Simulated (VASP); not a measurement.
# CdS (P3m1) in VASP: further runs

Runs on CdS. Level: PBE. Tasks: single point.

Program: VASP 6.6.1. These are calculated values, not measurements. Logs are shortened: lines on timing, memory, paths and dates and some standing lists are left out, and cuts for length are marked.

## 1. The cell of the first run

It takes space group P3m1 (No. 156, trigonal). Conventional cell: a = 4.261 Å, b = 4.261 Å, c = 5.804 Å, α = 90.00°, β = 90.00°, γ = 120.00°. Within 3.2 Å of Cd (site symmetry 3m) lie 3 S at 2.46 Å. Within 3.2 Å of S (site symmetry 3m) lie 3 Cd at 2.46 Å.

## 2. Single point, PBE

Input file INCAR:

```
PREC = Accurate ; ENCUT = 630
EDIFF = 1E-6 ; ISMEAR = 0
SIGMA = 0.011 ; LREAL = F
LASPH = T ; NELM = 120
ALGO = Normal ; ISIF = 2
LWAVE = F ; LCHARG = F
GGA = PE ; NBANDS = 20
GGA_COMPAT = F
```

Input file KPOINTS:

```
regular mesh
0
Gamma
  7 7 5
```

Input file POSCAR:

```
CdS
1.0
    4.2611695877      0.0000000000      0.0000000000
   -2.1305847939      3.6902811128      0.0000000000
    0.0000000000      0.0000000000      5.8041729400
Cd S
1 1
Direct
    0.0000000000      0.0000000000      0.4426919200
    0.6666666667      0.3333333333      0.4343080800
```

Potentials or basis: VASP PAW PBE potentials, release 64 (Cd_sv_GW, S).

Command:

```bash
> cat potpaw_PBE.64/Cd_sv_GW/POTCAR potpaw_PBE.64/S/POTCAR > POTCAR
> mpirun -np 1 vasp_std > vasp.out
```

OUTCAR:

```text
PREC = Accurate
   ENCUT = 630
   EDIFF = 1E-6
   ISMEAR = 0
   LREAL = F
   LASPH = T
   NELM = 120
   ISIF = 2
   GGA = PE

 ion  position               nearest neighbor table
   1  0.000  0.000  0.443-   2 2.46   2 2.46   2 2.46
   2  0.667  0.333  0.434-   1 2.46   1 2.46   1 2.46

  LATTYP: Found a hexagonal cell.
 ALAT       =     4.2611695877
 C/A-ratio  =     1.3621079426

  Lattice vectors:

 A1 = (   4.2611695877,   0.0000000000,   0.0000000000)
 A2 = (  -2.1305847939,   3.6902811128,   0.0000000000)
 A3 = (   0.0000000000,   0.0000000000,   5.8041729400)

Analysis of symmetry for initial positions (statically):
=====================================================================
 Subroutine PRICEL returns:
 Original cell was already a primitive cell.

 Routine SETGRP: Setting up the symmetry group for a
 hexagonal supercell.

 Subroutine GETGRP returns: Found  6 space group operations
 (whereof  6 operations were pure point group operations)
 out of a pool of 24 trial point group operations.

The static configuration has the point symmetry C_3v.

Analysis of symmetry for dynamics (positions and initial velocities):
=====================================================================
 Subroutine PRICEL returns:
 Original cell was already a primitive cell.

 Routine SETGRP: Setting up the symmetry group for a
 hexagonal supercell.

 Subroutine GETGRP returns: Found  6 space group operations
 (whereof  6 operations were pure point group operations)
 out of a pool of 24 trial point group operations.

The dynamic configuration has the point symmetry C_3v.

 Subroutine INISYM returns: Found  6 space group operations
 (whereof  6 operations are pure point group operations),
 and found     1 'primitive' translations

----------------------------------------------------------------------------------------

                                     Primitive cell

  volume of cell :      91.2701

  direct lattice vectors                    reciprocal lattice vectors
     4.261169588  0.000000000  0.000000000     0.234677353  0.135491033  0.000000000
    -2.130584794  3.690281113  0.000000000     0.000000000  0.270982066  0.000000000
     0.000000000  0.000000000  5.804172940     0.000000000  0.000000000  0.172289835
[... 77 lines left out ...]
   ICHARG =      2    charge: 1-file 2-atom 10-const
   ISPIN  =      1    spin polarized calculation?
   LNONCOLLINEAR =      F non collinear calculations
   LSORBIT =      F    spin-orbit coupling
   LASPH  =      T    aspherical Exc in radial PAW
   ENCUT  =  630.0 eV  46.30 Ry    6.80 a.u.   8.72  8.72 11.88*2*pi/ulx,y,z
   NELM   =    120;   NELMIN=  2; NELMDL= -5     # of ELM steps
   EDIFF  = 0.1E-05   stopping-criterion for ELM
   LREAL  =      F    real-space projection
   EDIFFG = 0.1E-04   stopping-criterion for IOM
   NSW    =      0    number of steps for IOM
   IBRION =     -1    ionic relax: 0-MD 1-quasi-New 2-CG
   NFREE  =      0    steps in history (QN), initial steepest desc. (CG)
   ISIF   =      2    stress and relaxation
   ISYM   =      2    0-nonsym 1-usesym 2-fastsym
   POTIM  = 0.5000    time-step for ionic-motion
   TEBEG  =    0.0;   TEEND  =   0.0 temperature during run
   PSTRESS=    0.0 pullay stress
   NELECT =      26.0000    total number of electrons
   NUPDOWN=      -1.0000    fix difference up-down
   EMIN   =  10.00;   EMAX   =-10.00  energy-range for DOS
   EFERMI =   0.00;   METHOD = LEGACY
   ISMEAR =     0;   SIGMA  =   0.01  broadening in eV -4-tet -1-fermi 0-gaus
   EFERMI_NEDOS =   21; number of points for ismear=-14 and -15
   IALGO  =     38    algorithm
   IMIX   =      4    mixing-type and parameters
     AMIX     =   0.40;   BMIX     =  1.00
     AMIX_MAG =   1.60;   BMIX_MAG =  1.00
  volume/ion in A,a.u.               =      45.64       307.96
  Fermi-wavevector in a.u.,A,eV,Ry     =   1.077184  2.035582 15.787174  1.160325
  Thomas-Fermi vector in A             =   2.213088
   LORBIT       =      0    0 simple, 1 ext, 2 COOP (PROOUT), +10 PAW based schemes
   GGA     = PE    functional components
   LHFCALC =     F    Hartree Fock is set to
   AEXX    =    0.0000 exact exchange contribution
   IVDW    =     0    specifies the selected vdW correction
   LEPSILON=     F    determine dielectric tensor
   LRPA    =     F    only Hartree local field effects (RPA)
 non-spin polarized calculation
 Gauss-broadening in eV      SIGMA  =   0.01
  energy-cutoff  :      630.00
  volume of cell :       91.27
 maximum number of plane-waves:      3288
 NGX is ok and might be reduce to    36
   NGX = 17   NGY = 17   NGZ = 23

 number of electron      26.0000007 magnetization

 Free energy of the ion-electron system (eV)
  ---------------------------------------------------
  ext. energy  EPLUGINS =         0.00000000
  ---------------------------------------------------
  free energy    TOTEN  =        -5.72709362 eV

  energy without entropy =       -5.72709362  energy(sigma->0) =       -5.72709362

 E-fermi :  -1.1561     XC(G=0):  -6.2041

 val. band max:       -1.2714556365   @ k =   0.0000   0.0000   0.4000
 cond. band min:       0.1934398237   @ k =   0.0000   0.0000   0.0000
 fundamental gap:      1.4648954603
 Fermi energy:        -1.1560816836

 k-point     1 :       0.0000    0.0000    0.0000
  band No.  band energies     occupation
      1    -102.5559      2.00000
      2     -63.6784      2.00000
      3     -63.5826      2.00000
      4     -63.5826      2.00000
      5     -12.8824      2.00000
      6      -8.9163      2.00000
[... 541 lines left out ...]
     19       8.6786      0.00000
     20       9.1462      0.00000

 [... further k-points ...]

------------------------ aborting loop because EDIFF is reached ----------------------------------------

  FORCE on cell =-STRESS in cart. coord.  units (eV):
  Direction    XX          YY          ZZ          XY          YZ          ZX
  --------------------------------------------------------------------------------------
  -------------------------------------------------------------------------------------
  Total       -0.2496346     -0.2496346     -0.0412960      0.0000000      0.0000000      0.0000000
  in kB       -4.3821443     -4.3821443     -0.7249189      0.0000000      0.0000000      0.0000000
  external PRESSURE =      -3.1630692 kB  Pullay stress =       0.0000000 kB

 VOLUME and BASIS-vectors are now :
 -----------------------------------------------------------------------------
  energy-cutoff  :      630.00
  volume of cell :       91.27
      direct lattice vectors                 reciprocal lattice vectors
     4.261169588  0.000000000  0.000000000     0.234677353  0.135491033  0.000000000
    -2.130584794  3.690281113  0.000000000     0.000000000  0.270982066  0.000000000
     0.000000000  0.000000000  5.804172940     0.000000000  0.000000000  0.172289835

 POSITION                                       TOTAL-FORCE (eV/Angst)
 -----------------------------------------------------------------------------------
      0.00000      0.00000      2.56946        -0.000000      0.000000     -0.004931
      2.13058      1.23009      2.52080         0.000000     -0.000000      0.004931
 -----------------------------------------------------------------------------------
    total drift:                               -0.000001      0.000000      0.000219

  FREE ENERGIE OF THE ION-ELECTRON SYSTEM (eV)
  ---------------------------------------------------
  free  energy   TOTEN  =        -5.7270936167 eV

  energy  without entropy=       -5.7270936167  energy(sigma->0) =       -5.72709362
```

OSZICAR:

```text
N       E                     dE             d eps       ncg     rms          rms(c)
DAV:   1     0.382933881418E+03    0.38293E+03   -0.16983E+04  1560   0.149E+03
DAV:   2     0.424475656632E+02   -0.34049E+03   -0.30650E+03  1288   0.537E+02
DAV:   3    -0.362881967307E+01   -0.46076E+02   -0.45326E+02  1820   0.210E+02
DAV:   4    -0.641011435667E+01   -0.27813E+01   -0.27772E+01  1800   0.580E+01
DAV:   5    -0.651968423300E+01   -0.10957E+00   -0.10955E+00  1924   0.107E+01    0.198E+01
DAV:   6    -0.575973452515E+01    0.75995E+00   -0.19482E+00  2132   0.212E+01    0.150E+01
DAV:   7    -0.574677569188E+01    0.12959E-01   -0.76471E-01  1964   0.711E+00    0.391E+00
DAV:   8    -0.572631901616E+01    0.20457E-01   -0.12792E-01  1996   0.292E+00    0.516E-01
DAV:   9    -0.572671875773E+01   -0.39974E-03   -0.75713E-03  1960   0.145E+00    0.147E-01
DAV:  10    -0.572691287758E+01   -0.19412E-03   -0.19420E-04  1488   0.102E-01    0.951E-02
DAV:  11    -0.572709052767E+01   -0.17765E-03   -0.17809E-04  1688   0.132E-01    0.433E-02
DAV:  12    -0.572709113494E+01   -0.60727E-06   -0.17699E-05  1884   0.730E-02    0.764E-03
DAV:  13    -0.572709355157E+01   -0.24166E-05   -0.30029E-06  1188   0.149E-02    0.376E-03
DAV:  14    -0.572709361673E+01   -0.65162E-07   -0.25191E-07  1280   0.800E-03
   1 F= -.57270936E+01 E0= -.57270936E+01  d E =-.171277E-51
```

Wall time 31 s (1 thread of Intel Xeon 6975P-C (Granite Rapids), shared host); peak memory 0.29 GiB.

Results:

```yaml
Free_energy: -5.7271 eV
Pressure: -0.3 GPa
Largest_force: 0.005 eV/Å
Band_gap_on_the_k_mesh: 1.46 eV
```

Forces on the atoms (eV/Å):
```
Cd   0.000  0.000 -0.005
S    0.000  0.000  0.005
```

Stress tensor (GPa, compression positive):
```
-0.44  0.00  0.00
 0.00 -0.44  0.00
 0.00  0.00 -0.07
```

## 3. Single point, PBE

Input file INCAR:

```
PREC = Accurate
ENCUT = 630
EDIFF = 1E-6
ISMEAR = 0
SIGMA = 0.025
LREAL = False
LASPH = True
NELM = 120
ALGO = Normal
ISIF = 2
LWAVE = False
LCHARG = False
GGA = PE
NBANDS = 20
GGA_COMPAT = False
```

KPOINTS is that of step 2.

POSCAR is that of step 2.

Potentials or basis: VASP PAW PBE potentials, release 64 (Cd_sv_GW, S).

Command:

```bash
> cat potpaw_PBE.64/Cd_sv_GW/POTCAR potpaw_PBE.64/S/POTCAR > POTCAR
> mpirun -np 1 vasp_std > vasp.out
```

OUTCAR:

```text
PREC = Accurate
   ENCUT = 630
   EDIFF = 1E-6
   ISMEAR = 0
   LREAL = False
   LASPH = True
   NELM = 120
   ISIF = 2
   GGA = PE

 ion  position               nearest neighbor table
   1  0.000  0.000  0.443-   2 2.46   2 2.46   2 2.46
   2  0.667  0.333  0.434-   1 2.46   1 2.46   1 2.46

  LATTYP: Found a hexagonal cell.
 ALAT       =     4.2611695877
 C/A-ratio  =     1.3621079426

  Lattice vectors:

 A1 = (   4.2611695877,   0.0000000000,   0.0000000000)
 A2 = (  -2.1305847939,   3.6902811128,   0.0000000000)
 A3 = (   0.0000000000,   0.0000000000,   5.8041729400)

Analysis of symmetry for initial positions (statically):
=====================================================================
 Subroutine PRICEL returns:
 Original cell was already a primitive cell.

 Routine SETGRP: Setting up the symmetry group for a
 hexagonal supercell.

 Subroutine GETGRP returns: Found  6 space group operations
 (whereof  6 operations were pure point group operations)
 out of a pool of 24 trial point group operations.

[... 158 lines left out ...]
  ---------------------------------------------------
  free energy    TOTEN  =        -5.72709362 eV

  energy without entropy =       -5.72709362  energy(sigma->0) =       -5.72709362

 E-fermi :  -1.1561     XC(G=0):  -6.2041

 val. band max:       -1.2714556365   @ k =   0.0000   0.0000   0.4000
 cond. band min:       0.1934398237   @ k =   0.0000   0.0000   0.0000
 fundamental gap:      1.4648954603
 Fermi energy:        -1.1560816836

 k-point     1 :       0.0000    0.0000    0.0000
  band No.  band energies     occupation
      1    -102.5559      2.00000
      2     -63.6784      2.00000
      3     -63.5826      2.00000
      4     -63.5826      2.00000
      5     -12.8824      2.00000
      6      -8.9163      2.00000
[... 541 lines left out ...]
     19       8.6786      0.00000
     20       9.1462      0.00000

 [... further k-points ...]

------------------------ aborting loop because EDIFF is reached ----------------------------------------

  FORCE on cell =-STRESS in cart. coord.  units (eV):
  Direction    XX          YY          ZZ          XY          YZ          ZX
  --------------------------------------------------------------------------------------
  -------------------------------------------------------------------------------------
  Total       -0.2496346     -0.2496346     -0.0412959      0.0000000      0.0000000      0.0000000
  in kB       -4.3821442     -4.3821442     -0.7249179      0.0000000      0.0000000      0.0000000
  external PRESSURE =      -3.1630687 kB  Pullay stress =       0.0000000 kB

 VOLUME and BASIS-vectors are now :
 -----------------------------------------------------------------------------
  energy-cutoff  :      630.00
  volume of cell :       91.27
      direct lattice vectors                 reciprocal lattice vectors
     4.261169588  0.000000000  0.000000000     0.234677353  0.135491033  0.000000000
    -2.130584794  3.690281113  0.000000000     0.000000000  0.270982066  0.000000000
     0.000000000  0.000000000  5.804172940     0.000000000  0.000000000  0.172289835

 POSITION                                       TOTAL-FORCE (eV/Angst)
 -----------------------------------------------------------------------------------
      0.00000      0.00000      2.56946         0.000000     -0.000000     -0.004931
      2.13058      1.23009      2.52080        -0.000000      0.000000      0.004931
 -----------------------------------------------------------------------------------
    total drift:                               -0.000001      0.000000      0.000219

  FREE ENERGIE OF THE ION-ELECTRON SYSTEM (eV)
  ---------------------------------------------------
  free  energy   TOTEN  =        -5.7270936167 eV

  energy  without entropy=       -5.7270936167  energy(sigma->0) =       -5.72709362
```

OSZICAR:

```text
N       E                     dE             d eps       ncg     rms          rms(c)
DAV:   1     0.382933533711E+03    0.38293E+03   -0.16983E+04  1560   0.149E+03
DAV:   2     0.424475656632E+02   -0.34049E+03   -0.30649E+03  1288   0.537E+02
DAV:   3    -0.362881967307E+01   -0.46076E+02   -0.45326E+02  1820   0.210E+02
DAV:   4    -0.641011435667E+01   -0.27813E+01   -0.27772E+01  1800   0.580E+01
DAV:   5    -0.651968423300E+01   -0.10957E+00   -0.10955E+00  1924   0.107E+01    0.198E+01
DAV:   6    -0.575973452515E+01    0.75995E+00   -0.19482E+00  2132   0.212E+01    0.150E+01
DAV:   7    -0.574677569188E+01    0.12959E-01   -0.76471E-01  1964   0.711E+00    0.391E+00
DAV:   8    -0.572631901616E+01    0.20457E-01   -0.12792E-01  1996   0.292E+00    0.516E-01
DAV:   9    -0.572671875774E+01   -0.39974E-03   -0.75713E-03  1960   0.145E+00    0.147E-01
DAV:  10    -0.572691287762E+01   -0.19412E-03   -0.19420E-04  1488   0.102E-01    0.951E-02
DAV:  11    -0.572709052765E+01   -0.17765E-03   -0.17809E-04  1688   0.132E-01    0.433E-02
DAV:  12    -0.572709113501E+01   -0.60736E-06   -0.17699E-05  1884   0.730E-02    0.764E-03
DAV:  13    -0.572709355157E+01   -0.24166E-05   -0.30029E-06  1188   0.149E-02    0.376E-03
DAV:  14    -0.572709361674E+01   -0.65167E-07   -0.25191E-07  1280   0.800E-03
   1 F= -.57270936E+01 E0= -.57270936E+01  d E =-.198417E-12
```

stdout:

```text
POSCAR found type information on POSCAR CdS
 POSCAR found :  2 types and       2 ions
 scaLAPACK will be used
 LDA part: xc-table for (Slater+PW92), standard interpolation
 POSCAR, INCAR and KPOINTS ok, starting setup
 FFT: planning ... GRIDC
 FFT: planning ... GRID_SOFT
 FFT: planning ... GRID
 WAVECAR not read
 entering main loop
```

Run time: 52 s. Hardware: 1 thread of Intel Xeon Platinum 8488C (Sapphire Rapids), shared host; peak memory 0.29 GiB.

What came out:

```yaml
Free_energy: -5.7271 eV
Pressure: -0.3 GPa
Largest_force: 0.005 eV/Å
Band_gap_on_the_k_mesh: 1.46 eV
```

Forces on the atoms (eV/Å):
```
Cd   0.000  0.000 -0.005
S    0.000  0.000  0.005
```

Stress tensor (GPa, compression positive):
```
-0.44  0.00  0.00
 0.00 -0.44  0.00
 0.00  0.00 -0.07
```

## 4. Single point, PBE

Input file INCAR:

```
PREC = Accurate
ENCUT = 630
EDIFF = 1E-6
ISMEAR = 0
SIGMA = 0.019000000000000003
LREAL = F
LASPH = T
NELM = 120
ALGO = Normal
ISIF = 2
LWAVE = F
LCHARG = F
GGA = PE
NBANDS = 20
GGA_COMPAT = F
```

KPOINTS is that of step 3.

POSCAR is that of step 3.

Command:

```bash
> cat potpaw_PBE.64/Cd_sv_GW/POTCAR potpaw_PBE.64/S/POTCAR > POTCAR
> mpirun -np 1 vasp_std > vasp.out
```

It took 53 s on 1 thread of Intel Xeon Platinum 8259CL at 2.50GHz (Skylake/Cascade Lake), shared host; peak memory 0.29 GiB.

It converged, with:

* Free energy: -5.7271 eV
* Pressure: -0.3 GPa
* Largest force: 0.005 eV/Å
* Band gap on the k mesh: 1.46 eV

Forces on the atoms (eV/Å):
```
Cd   0.000  0.000 -0.005
S    0.000  0.000  0.005
```

Stress tensor (GPa, compression positive):
```
-0.44  0.00  0.00
 0.00 -0.44  0.00
 0.00  0.00 -0.07
```

Levels at points of the mesh, in eV from the valence-band top:
```csv
k point,band 11,band 12,band 13,band 14,band 15,band 16
"(0.00, 0.00, 0.00)",-1.05,0.00,0.00,1.46,5.57,6.93
```

A k mesh can miss the band edges.

## 5. Summary

```csv
smearing,gap on the mesh (eV),pressure (GPa)
gaussian 0.011 eV,1.46,-0.3
gaussian 0.025 eV,1.46,-0.3
gaussian 0.019 eV,1.46,-0.3
```

Alike in all rows: task single point; level PBE; potentials or basis VASP PAW PBE potentials, release 64 (Cd_sv_GW, S); no spin polarisation; cell as given; k mesh 7 × 7 × 5; cutoff (eV) 630.

Total energies depend on the potentials used, so only differences within one code and one set of settings carry meaning.
